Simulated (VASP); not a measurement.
# MoS2 (P6_3/mmc) in VASP: further runs, part 2 of 2

VASP 6.6.1.

**3. Single point, PBE+D4**

This run uses another cell than the first one, of 16.43 Å³/atom, 1.045 times its volume.

Contents of INCAR:

```
SYSTEM = MoS2
PREC = Accurate ; ENCUT = 520
EDIFF = 1E-6 ; ISMEAR = 1
SIGMA = 0.15 ; LREAL = .FALSE.
LASPH = .TRUE. ; NELM = 60
ALGO = Normal ; ISIF = 2
LWAVE = .FALSE. ; LCHARG = .FALSE.
GGA = PE ; IVDW = 13
NBANDS = 35
```

Contents of KPOINTS:

```
regular mesh
0
G
  8 8 2
  0 0 0
```

Contents of POSCAR:

```
MoS2
1.0
    3.0821339903      0.0000000000      0.0000000000
   -1.5410669951      2.6692068153      0.0000000000
    0.0000000000      0.0000000000     11.9861846943
Mo S
2 4
Direct
    0.3333333333      0.6666666667      0.2500000000
    0.6666666667      0.3333333333      0.7500000000
    0.3333333333      0.6666666667      0.6230000000
    0.6666666667      0.3333333333      0.1230000000
    0.3333333333      0.6666666667      0.8770000000
    0.6666666667      0.3333333333      0.3770000000
```

Potentials or basis: VASP PAW PBE potentials, release 64 (Mo_sv, S).

The run is started by

```sh
> cat potpaw_PBE.64/Mo_sv/POTCAR potpaw_PBE.64/S/POTCAR > POTCAR
> mpirun -np 1 vasp_std > vasp.out
```

OUTCAR:

```text
SYSTEM = MoS2
   PREC = Accurate
   ENCUT = 520
   EDIFF = 1E-6
   ISMEAR = 1
   LREAL = .FALSE.
   LASPH = .TRUE.
   NELM = 60
   ISIF = 2
   GGA = PE
   IVDW = 13

 ion  position               nearest neighbor table
   1  0.333  0.667  0.250-   4 2.34   6 2.34   4 2.34   6 2.34   4 2.34   6 2.34
   2  0.667  0.333  0.750-   3 2.34   5 2.34   3 2.34   5 2.34   3 2.34   5 2.34
   3  0.333  0.667  0.623-   2 2.34   2 2.34   2 2.34
   4  0.667  0.333  0.123-   1 2.34   1 2.34   1 2.34
   5  0.333  0.667  0.877-   2 2.34   2 2.34   2 2.34
   6  0.667  0.333  0.377-   1 2.34   1 2.34   1 2.34

  LATTYP: Found a hexagonal cell.
 ALAT       =     3.0821339903
 C/A-ratio  =     3.8889239508

  Lattice vectors:

 A1 = (   3.0821339903,   0.0000000000,   0.0000000000)
 A2 = (  -1.5410669951,   2.6692068153,   0.0000000000)
 A3 = (   0.0000000000,   0.0000000000,  11.9861846943)

Analysis of symmetry for initial positions (statically):
=====================================================================
 Subroutine PRICEL returns:
 Original cell was already a primitive cell.

 Routine SETGRP: Setting up the symmetry group for a
 hexagonal supercell.

 Subroutine GETGRP returns: Found 24 space group operations
 (whereof 12 operations were pure point group operations)
 out of a pool of 24 trial point group operations.

The static configuration has the point symmetry D_3d.
 The point group associated with its full space group is D_6h.

Analysis of symmetry for dynamics (positions and initial velocities):
=====================================================================
 Subroutine PRICEL returns:
 Original cell was already a primitive cell.

 Routine SETGRP: Setting up the symmetry group for a
 hexagonal supercell.

 Subroutine GETGRP returns: Found 24 space group operations
 (whereof 12 operations were pure point group operations)
 out of a pool of 24 trial point group operations.
[... 126 lines left out ...]
  volume/ion in A,a.u.               =      16.43       110.91
  Fermi-wavevector in a.u.,A,eV,Ry     =   1.322628  2.499404 23.801281  1.749345
  Thomas-Fermi vector in A             =   2.452295
   LORBIT       =      0    0 simple, 1 ext, 2 COOP (PROOUT), +10 PAW based schemes
   GGA     = PE    functional components
   LHFCALC =     F    Hartree Fock is set to
   AEXX    =    0.0000 exact exchange contribution
   IVDW    =    13    specifies the selected vdW correction
   LEPSILON=     F    determine dielectric tensor
   LRPA    =     F    only Hartree local field effects (RPA)
 non-spin polarized calculation
 Methfessel and Paxton  Order N= 1 SIGMA  =   0.15
  energy-cutoff  :      520.00
  volume of cell :       98.61
 maximum number of plane-waves:      2672
 NGX is ok and might be reduce to    24
   NGX = 11   NGY = 11   NGZ = 45

 number of electron      52.0000007 magnetization

 Free energy of the ion-electron system (eV)
  ---------------------------------------------------
  ext. energy  EPLUGINS =         0.00000000
  ---------------------------------------------------
  free energy    TOTEN  =       -43.13439486 eV

  energy without entropy =      -43.13446390  energy(sigma->0) =      -43.13441787

 E-fermi :   8.8157     XC(G=0): -11.2350

 val. band max:        8.6895779027   @ k =   0.0000   0.0000   0.0000
 cond. band min:       9.6129614271   @ k =   0.2500   0.1250   0.0000
 fundamental gap:      0.9233835244
 Fermi energy:         8.8157223992

 k-point     1 :       0.0000    0.0000    0.0000
  band No.  band energies     occupation
      1     -52.8443      2.00000
      2     -52.8443      2.00000
      3     -27.0844      2.00000
      4     -27.0842      2.00000
      5     -26.7584      2.00000
      6     -26.7584      2.00000
[... 749 lines left out ...]
     34      13.2241      0.00000
     35      15.3587      0.00000

------------------------ aborting loop because EDIFF is reached ----------------------------------------

  DFT-D4 for vdW energy calculation

  Edisp (eV):   -2.75325

  FORCE on cell =-STRESS in cart. coord.  units (eV):
  Direction    XX          YY          ZZ          XY          YZ          ZX
  --------------------------------------------------------------------------------------
  -------------------------------------------------------------------------------------
  Total       7.53612     7.53613     8.61661     0.00000     0.00000    -0.00000
  in kB     122.44578   122.44583   140.00136     0.00000     0.00000    -0.00000
  external pressure =      128.30 kB  Pullay stress =        0.00 kB

 VOLUME and BASIS-vectors are now :
 -----------------------------------------------------------------------------
  energy-cutoff  :      520.00
  volume of cell :       98.61
      direct lattice vectors                 reciprocal lattice vectors
     3.082133990  0.000000000  0.000000000     0.324450528  0.187321566  0.000000000
    -1.541066995  2.669206815  0.000000000     0.000000000  0.374643132  0.000000000
     0.000000000  0.000000000 11.986184694     0.000000000  0.000000000  0.083429384

 POSITION                                       TOTAL-FORCE (eV/Angst)
 -----------------------------------------------------------------------------------
     -0.00000      1.77947      2.99655         0.000000      0.000000     -0.000000
      1.54107      0.88974      8.98964        -0.000000     -0.000000     -0.000000
     -0.00000      1.77947      7.46739        -0.000000     -0.000000     -1.384905
      1.54107      0.88974      1.47430        -0.000000     -0.000000     -1.384905
     -0.00000      1.77947     10.51188        -0.000000      0.000000      1.384905
      1.54107      0.88974      4.51879         0.000000      0.000000      1.384905
 -----------------------------------------------------------------------------------
    total drift:                                0.000000     -0.000000      0.000000

  FREE ENERGIE OF THE ION-ELECTRON SYSTEM (eV)
  ---------------------------------------------------
  free  energy   TOTEN  =       -45.8876471663 eV

  energy  without entropy=      -45.8877162076  energy(sigma->0) =      -45.88767018
```

stdout:

```text
POSCAR found type information on POSCAR MoS
 POSCAR found :  2 types and       6 ions
 scaLAPACK will be used
 LDA part: xc-table for (Slater+PW92), standard interpolation
 POSCAR, INCAR and KPOINTS ok, starting setup
 FFT: planning ... GRIDC
 FFT: planning ... GRID_SOFT
 FFT: planning ... GRID
 WAVECAR not read
 entering main loop
```

Run time: 57 s. Hardware: 1 thread of Intel Xeon 6975P-C, shared host; peak memory 0.24 GiB.

What came out:

| Property | Result |
| --- | --- |
| Free energy | -45.8876 eV |
| Pressure | 12.8 GPa |
| Largest force | 1.385 eV/Å |
| Band gap on the k mesh | 0.92 eV, indirect (least direct gap 2.16 eV) |
| Dispersion energy per atom | -0.459 eV |

Forces in eV/Å, atoms in the order of the input:
```
Mo   0.000  0.000  0.000
Mo   0.000  0.000  0.000
S    0.000  0.000 -1.385
S    0.000  0.000 -1.385
S    0.000  0.000  1.385
S    0.000  0.000  1.385
```

Caveat: forces of over 1 eV/Å act on the atoms, so gaps and moduli don't describe the material at rest. A k mesh can miss the band edges.

**4. Single point, PBE+D4**

This run uses another cell than the first one, of 17.15 Å³/atom, 1.091 times its volume.

Contents of INCAR:

```
ALGO     = Normal         # electronic algorithm
EDIFF    = 1E-6           # SCF threshold, eV
ENCUT    = 520            # plane-wave cutoff, eV
GGA      = PE             # functional
ISIF     = 2              # what is computed and relaxed
ISMEAR   = 1              # smearing method
IVDW     = 13             # dispersion correction
LASPH    = T              # aspherical terms in the spheres
LCHARG   = F              # write CHGCAR
LREAL    = F              # projectors in reciprocal space
LWAVE    = F              # write WAVECAR
NBANDS   = 35             # bands
NELM     = 80             # most SCF steps
PREC     = Accurate       # precision mode
SIGMA    = 0.15           # smearing width, eV
```

Contents of KPOINTS:

```
k-points
0
Gamma
  8 8 2
```

POSCAR, as its differences from that of step 3:

```diff
@@ -2,5 +2,5 @@
 1.0
-    3.0821339903      0.0000000000      0.0000000000
-   -1.5410669951      2.6692068153      0.0000000000
-    0.0000000000      0.0000000000     11.9861846943
+    3.1261704254      0.0000000000      0.0000000000
+   -1.5630852127      2.7073434937      0.0000000000
+    0.0000000000      0.0000000000     12.1574390416
 Mo S
```

The run is started by

```sh
> cat potpaw_PBE.64/Mo_sv/POTCAR potpaw_PBE.64/S/POTCAR > POTCAR
> mpirun -np 1 vasp_std > vasp.out
```

Wall time 66 s (1 thread of Intel Xeon 6975P-C, shared host); peak memory 0.24 GiB.

The run converged. Its results:

- Free energy: -46.1210 eV
- Pressure: 4.8 GPa
- Largest force: 0.586 eV/Å
- Band gap on the k mesh: 0.96 eV, indirect (least direct gap 2.04 eV)
- Dispersion energy per atom: -0.441 eV

Forces on the atoms (eV/Å):
```
Mo   0.000  0.000  0.000
Mo   0.000  0.000  0.000
S    0.000  0.000 -0.586
S    0.000  0.000 -0.586
S    0.000  0.000  0.586
S    0.000  0.000  0.586
```

Stress tensor (GPa, compression positive):
```
4.45 0.00 0.00
0.00 4.45 0.00
0.00 0.00 5.37
```

Levels at points of the mesh, in eV from the valence-band top:
| k point | band 23 | band 24 | band 25 | band 26 | band 27 | band 28 | band 29 | band 30 |
| --- | --- | --- | --- | --- | --- | --- | --- | --- |
| (0.00, 0.00, 0.00) | -2.24 | -1.28 | -1.22 | 0.00 | 2.16 | 2.16 | 2.19 | 2.19 |
| (0.50, 0.00, 0.00) | -1.79 | -1.57 | -1.50 | -1.37 | 1.68 | 1.73 | 2.08 | 2.38 |
| (0.00, 0.00, 0.50) | -2.26 | -2.26 | -0.29 | -0.29 | 2.17 | 2.17 | 2.17 | 2.17 |
| (0.50, 0.00, 0.50) | -1.68 | -1.68 | -1.42 | -1.42 | 1.70 | 1.70 | 2.24 | 2.24 |

A k mesh can miss the band edges.

**5. Single point, PBE+D4**

This run uses another cell than the first one, of 17.86 Å³/atom, 1.136 times its volume.

Contents of INCAR:

```
  PREC = Accurate
  ENCUT = 520
  EDIFF = 1E-7
  ISMEAR = 1
  SIGMA = 0.15
  LREAL = F
  LASPH = T
  NELM = 60
  ALGO = Normal
  ISIF = 2
  LWAVE = F
  LCHARG = T
  GGA = PE
  IVDW = 13
  LELF = T
  LVHAR = T
  NBANDS = 35
```

Contents of KPOINTS:

```
regular mesh
0
Gamma
  8 8 2
```

POSCAR, as its differences from that of step 4:

```diff
@@ -2,5 +2,5 @@
 1.0
-    3.1261704254      0.0000000000      0.0000000000
-   -1.5630852127      2.7073434937      0.0000000000
-    0.0000000000      0.0000000000     12.1574390416
+    3.1690000000      0.0000000000      0.0000000000
+   -1.5845000000      2.7444350000      0.0000000000
+    0.0000000000      0.0000000000     12.3240000000
 Mo S
```

The run is started by

```sh
> cat potpaw_PBE.64/Mo_sv/POTCAR potpaw_PBE.64/S/POTCAR > POTCAR
> mpirun -np 1 vasp_std > vasp.out
```

It took 73 s on 1 thread of Intel Xeon 6975P-C, shared host; peak memory 0.25 GiB.

It converged, with:

```
Free energy                : -46.1605 eV
Pressure                   : -1.7 GPa
Largest force              : 0.097 eV/Å
Band gap on the k mesh     : 0.99 eV, indirect (least direct gap 1.94 eV)
Dispersion energy per atom : -0.424 eV
```

Forces on the atoms (eV/Å):
```
Mo   0.000  0.000  0.000
Mo   0.000  0.000  0.000
S    0.000  0.000  0.097
S    0.000  0.000  0.097
S    0.000  0.000 -0.097
S    0.000  0.000 -0.097
```

Stress tensor (GPa, compression positive):
```
-1.78  0.00  0.00
 0.00 -1.78  0.00
 0.00  0.00 -1.55
```

Levels at points of the mesh, in eV from the valence-band top:
| k point | band 22 | band 23 | band 24 | band 25 | band 26 | band 27 | band 28 | band 29 | band 30 | band 31 |
| --- | --- | --- | --- | --- | --- | --- | --- | --- | --- | --- |
| (0.00, 0.00, 0.00) | -2.12 | -2.12 | -1.18 | -1.14 | 0.00 | 2.11 | 2.11 | 2.14 | 2.14 | 2.27 |
| (0.50, 0.00, 0.00) | -2.48 | -1.72 | -1.52 | -1.39 | -1.27 | 1.61 | 1.66 | 2.01 | 2.27 | 2.87 |
| (0.00, 0.00, 0.50) | -2.14 | -2.14 | -2.14 | -0.26 | -0.26 | 2.11 | 2.11 | 2.11 | 2.11 | 2.37 |
| (0.50, 0.00, 0.50) | -2.62 | -1.62 | -1.62 | -1.32 | -1.32 | 1.63 | 1.63 | 2.15 | 2.15 | 3.24 |

**6. Overview**

```csv
cell,gap on the mesh (eV),pressure (GPa),largest force (eV/Å)
"a = 3.037, b = 3.037, c = 11.810 Å, angles 90.0, 90.0, 120.0°, 6 atoms",0.87,22.9,2.32
"a = 3.082, b = 3.082, c = 11.986 Å, angles 90.0, 90.0, 120.0°, 6 atoms",0.92,12.8,1.38
"a = 3.126, b = 3.126, c = 12.157 Å, angles 90.0, 90.0, 120.0°, 6 atoms",0.96,4.8,0.59
"a = 3.169, b = 3.169, c = 12.324 Å, angles 90.0, 90.0, 120.0°, 6 atoms",0.99,-1.7,0.10
```

Alike in all rows: task single point; level PBE+D4; potentials or basis VASP PAW PBE potentials, release 64 (Mo_sv, S); no spin polarisation; k mesh 8 × 8 × 2; cutoff (eV) 520; smearing methfessel-paxton 0.15 eV.

Caveats: forces of over 1 eV/Å act on the atoms, so gaps and moduli don't describe the material at rest (some runs).

Total energies depend on the potentials used, so only differences within one code and one set of settings carry meaning.

**7. Comparison with measurements**

Step 5. Against the measured gap of MoS2, 1.3 eV (indirect; 300 K; “Multiwavelength excitation Raman Scattering Analysis of bulk and 2 dimensional MoS2: Vibrational properties of atomically thin MoS2 layers”, 2015, arxiv:1506.03228), the calculated 0.99 eV is off by -0.31 eV. Spin-orbit coupling on Mo is left out. The value is that of PBE+D4 on a finite k mesh, which can miss the band edges, without temperature or zero-point motion. Semilocal functionals fall short of measured gaps as a rule.
